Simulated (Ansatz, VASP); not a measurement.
Ag in VASP and in Ansatz

INCAR

```
SYSTEM = Ag
  PREC = Accurate
  ENCUT = 520
  EDIFF = 1E-8
  ISMEAR = -1
  SIGMA = 0.08
  LREAL = .FALSE.
  LASPH = .TRUE.
  NELM = 100
  ALGO = Normal
  ISIF = 2
  LWAVE = .FALSE.
  LCHARG = .FALSE.
  GGA = PE
  LEFG = .TRUE.
  NBANDS = 30
```

File KPOINTS:

```
Automatic mesh
0
G
  14 14 4
  0 0 0
```

Contents of POSCAR:

```
Ag
1.0
    2.8861989086     -0.0144309945     -0.0144309945
   -1.4555970622      2.5067370726     -0.0052821106
   -0.0500000000     -0.0500000000     10.0000000000
Ag
4
Direct
    0.3333333333      0.6666666667      0.2500000000
    0.6666666667      0.3333333333      0.7500000000
    0.0000000000      0.0000000000      0.0000000000
    0.0000000000      0.0000000000      0.5000000000
```

Input for Ansatz:

```yaml
crystal:
  lattice:
    - [2.8861989086, -0.0144309945, -0.0144309945]
    - [-1.4555970622, 2.5067370726, -0.0052821106]
    - [-0.05, -0.05, 10.0]
  atoms:
    - { symbol: Ag, position: [0.3333333333, 0.6666666667, 0.25] }
    - { symbol: Ag, position: [0.6666666667, 0.3333333333, 0.75] }
    - { symbol: Ag, position: [0.0, 0.0, 0.0] }
    - { symbol: Ag, position: [0.0, 0.0, 0.5] }
kpoints:
  mp_grid: { grid: [14, 14, 4] }
scf:
  occupations: { method: fermi_dirac, width: 0.08 }
hamiltonian:
  xc: pbe
  pseudopotentials: { kind: all_electron, datasets: crystal }
output:
  forces: true
  stress: true
  eigenvalues: true
  efg: { contact_densities: true }
```

Change from the starting cell: equal xy, yz and zx shear strains of -1 %, crystal datasets.

Alike in both runs: task electric field gradients; functional PBE; k mesh 14 × 14 × 4; occupations fermi-dirac, width 0.08 eV; no spin polarisation.

```csv
,VASP,Ansatz
version,VASP 6.6.1,Ansatz 0.2.0
potentials or method,"VASP PAW PBE potentials, release 64 (Ag), cutoff 520 eV","all-electron PAW with datasets made for the crystal, scalar-relativistic"
```

|  | VASP | Ansatz | Ansatz less VASP |
| --- | --- | --- | --- |
| pressure (GPa) | -0.5 | -0.4 | +0.10 |
| traceless stress, the component that is largest in VASP (GPa) | -3.27 | -3.29 | -0.017 |
| size of Vzz on the site where it differs most (V/Å²) | 9.5 | 4.3 | -5.24 |

Ansatz ran all-electron here, and VASP with PAW potentials.
